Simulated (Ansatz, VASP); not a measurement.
# Two plane-wave programs on Y

File INCAR:

```
PREC     = Accurate       # precision mode
ENCUT    = 520            # plane-wave cutoff, eV
EDIFF    = 1E-7           # SCF threshold, eV
ISMEAR   = -1             # smearing method
SIGMA    = 0.08           # smearing width, eV
LREAL    = False          # projectors in reciprocal space
LASPH    = True           # aspherical terms in the spheres
NELM     = 80             # most SCF steps
ALGO     = Normal         # electronic algorithm
ISIF     = 2              # what is computed and relaxed
LWAVE    = False          # write WAVECAR
LCHARG   = False          # write CHGCAR
GGA      = PS             # functional
NBANDS   = 12             # bands
```

KPOINTS

```
Automatic mesh
0
Gamma
  12 12 12
```

File POSCAR:

```
Y
1.0
    3.1035922038      0.0000000000      0.0000000000
    0.0000000000      3.1035922038      0.0000000000
    0.0000000000      0.0000000000      3.1035922038
Y
1
Direct
    0.0000000000      0.0000000000      0.0000000000
```

Input for Ansatz:

```yaml
crystal:
  lattice:
    - [3.1035922038, 0.0, 0.0]
    - [0.0, 3.1035922038, 0.0]
    - [0.0, 0.0, 3.1035922038]
  atoms:
    - { symbol: "Y", position: [0.0, 0.0, 0.0] }
kpoints:
  mp_grid: { grid: [12, 12, 12] }
scf:
  occupations: { method: fermi_dirac, width: 0.08 }
hamiltonian:
  xc: pbesol
  pseudopotentials: { kind: paw }
output:
  forces: true
  stress: true
  eigenvalues: true
  populations: true
```

Change from the starting cell: volume scaled by 0.92, PAW files.

Alike in both runs: task single point; functional PBEsol; k mesh 12 × 12 × 12; occupations fermi-dirac, width 0.08 eV; no spin polarisation.

```csv
,VASP,Ansatz
version,VASP 6.6.1,Ansatz 0.2.0
potentials or method,"VASP PAW PBE potentials, release 64 (Y_sv)","PAW with Ansatz's default frozen-core files, scalar-relativistic"
plane-wave cutoff (eV),520,420
valence electrons in the cell,11,11
```

```tsv
	VASP	Ansatz	Ansatz less VASP
pressure (GPa)	2.6	2.7	+0.04
```

VASP's potentials were made for PBE, not for PBEsol.
